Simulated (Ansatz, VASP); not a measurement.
**One calculation of Cu, two programs**

File POSCAR:

```
Cu
1.0
    0.0000000000      1.8148741495      1.8148741495
    1.8148741495      0.0000000000      1.8148741495
    1.8148741495      1.8148741495      0.0000000000
Cu
1
Direct
    0.0000000000      0.0000000000      0.0000000000
```

INCAR.step1

```
SYSTEM = Cu
  PREC = Accurate
  ENCUT = 520
  ISMEAR = 0
  SIGMA = 0.1
  LREAL = .False.
  LASPH = .True.
  NELM = 60
  NBANDS = 12
  GGA = PE
  ALGO = Normal
  EDIFF = 1E-4
  LWAVE = .True.
  LCHARG = .False.
```

File INCAR.step2:

```
SYSTEM = Cu
  PREC = Accurate
  ENCUT = 520
  EDIFF = 1E-6
  ISMEAR = 0
  SIGMA = 0.1
  LREAL = .False.
  LASPH = .True.
  NELM = 60
  ALGO = Normal
  ISIF = 2
  LWAVE = .False.
  LCHARG = .False.
  METAGGA = R2SCAN
  LMIXTAU = .True.
  NBANDS = 12
  ISTART = 1
```

File KPOINTS:

```
Automatic mesh
0
Gamma
  20 20 20
  0 0 0
```

Input for Ansatz:

```yaml
crystal:
  lattice:
    - [0.0, 1.8148741495, 1.8148741495]
    - [1.8148741495, 0.0, 1.8148741495]
    - [1.8148741495, 1.8148741495, 0.0]
  atoms:
    - { symbol: Cu, position: [0.0, 0.0, 0.0] }
basis:
  ecutwfc: 500
kpoints:
  mp_grid: { grid: [20, 20, 20] }
  band_path:
    path:
      - [[0.0, 0.0, 0.0], [0.5, 0.0, 0.5], [0.625, 0.25, 0.625]]
      - [[0.375, 0.375, 0.75], [0.0, 0.0, 0.0], [0.5, 0.5, 0.5], [0.5, 0.25, 0.75], [0.5, 0.0, 0.5]]
    npoints: 14
hamiltonian:
  xc: r2scan
scf:
  occupations: { method: gaussian, width: 0.1 }
  n_extra_bands: 6
output:
  forces: true
  stress: true
  eigenvalues: true
  populations: true
  dos: { projected: true, de: 0.02, nscf_kmesh: { grid: [30, 30, 30] } }
  bader: true
  write_density: true
  write_potential: true
  elf: true
  volumetric_format: npy
```

Alike in both runs: task single point; functional r2SCAN; k mesh 20 × 20 × 20; occupations gaussian, width 0.1 eV; no spin polarisation.

```csv
,VASP,Ansatz
version,VASP 6.6.1,Ansatz 0.2.0
potentials or method,"VASP PAW PBE potentials, release 64 (Cu), cutoff 520 eV","scalar-relativistic, plane waves, PAW"
valence electrons in the cell,11,19
```

```tsv
	VASP	Ansatz	Ansatz less VASP
gap on the k mesh at the Fermi level (eV)	none	none	-
pressure (GPa)	-5.8	-6.4	-0.59
```

VASP's potentials were made for PBE, not for r2SCAN. A gap of «none» marks a metal or a gap that the smearing closes. VASP's potentials hold 11 valence electrons a cell and Ansatz's 19, so a difference there can come from the potentials and not from the codes.
